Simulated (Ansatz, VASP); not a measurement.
# Sb in VASP and in Ansatz

File INCAR:

```
SYSTEM = Sb
PREC = Accurate ; ENCUT = 400
EDIFF = 1E-6 ; ISMEAR = 0
SIGMA = 0.03 ; LREAL = .FALSE.
LASPH = .TRUE. ; NELM = 120
ALGO = Normal ; ISIF = 2
LWAVE = .FALSE. ; LCHARG = .FALSE.
LDIPOL = .TRUE. ; IDIPOL = 3
DIPOL = 0.5 0.5 0.500 ; GGA = PE
NBANDS = 12 ; GGA_COMPAT = .FALSE.
NELMDL = -8
```

KPOINTS

```
Automatic mesh
0
G
  12 12 1
  0 0 0
```

POSCAR

```
Sb
1.0
    4.0685005379      0.0000000000      0.0000000000
   -2.0342502689      3.5234248211      0.0000000000
    0.0000000000      0.0000000000     17.6499759836
Sb
2
Direct
    0.3333333333      0.6666666667      0.4532584071
    0.6666666667      0.3333333333      0.5467415929
```

Input for Ansatz:

```yaml
crystal:
  lattice:
    - [4.0685005379, 0.0, 0.0]
    - [-2.0342502689, 3.5234248211, 0.0]
    - [0.0, 0.0, 17.6499759836]
  atoms:
    - { symbol: Sb, position: [0.3333333333, 0.6666666667, 0.4532584071] }
    - { symbol: Sb, position: [0.6666666667, 0.3333333333, 0.5467415929] }
basis:
  ecutwfc: 420
kpoints:
  mp_grid: { grid: [12, 12, 1] }
hamiltonian:
  xc: pbe
  pseudopotentials: { kind: paw, azcp: { folder: soft_1 } }
scf:
  occupations: { method: gaussian, width: 0.03 }
  n_extra_bands: 6
  max_iter: 160
output:
  forces: true
  eigenvalues: true
efield:
  axis: 3
  dipole_correction: true
```

Alike in both runs: task single point; functional PBE; k mesh 12 × 12 × 1; occupations gaussian, width 0.03 eV; no spin polarisation.

|  | VASP | Ansatz |
| --- | --- | --- |
| version | VASP 6.6.1 | Ansatz 0.2.0 |
| potentials or method | VASP PAW PBE potentials, release 64 (Sb), cutoff 400 eV | scalar-relativistic, plane waves, PAW |
| valence electrons in the cell | 10 | 30 |

```csv
,VASP,Ansatz,Ansatz less VASP
gap on the k mesh at the Fermi level (eV),1.19,1.18,-0.007
least direct gap on the mesh (eV),1.64,1.67,+0.029
rms of the force components (eV/Å),0.070,0.019,-0.0501
```

Atom by atom the forces differ by 0.050 eV/Å (rms over components). VASP's potentials hold 10 valence electrons a cell and Ansatz's 30, so a difference there can come from the potentials and not from the codes.

Spin-orbit coupling is off throughout.
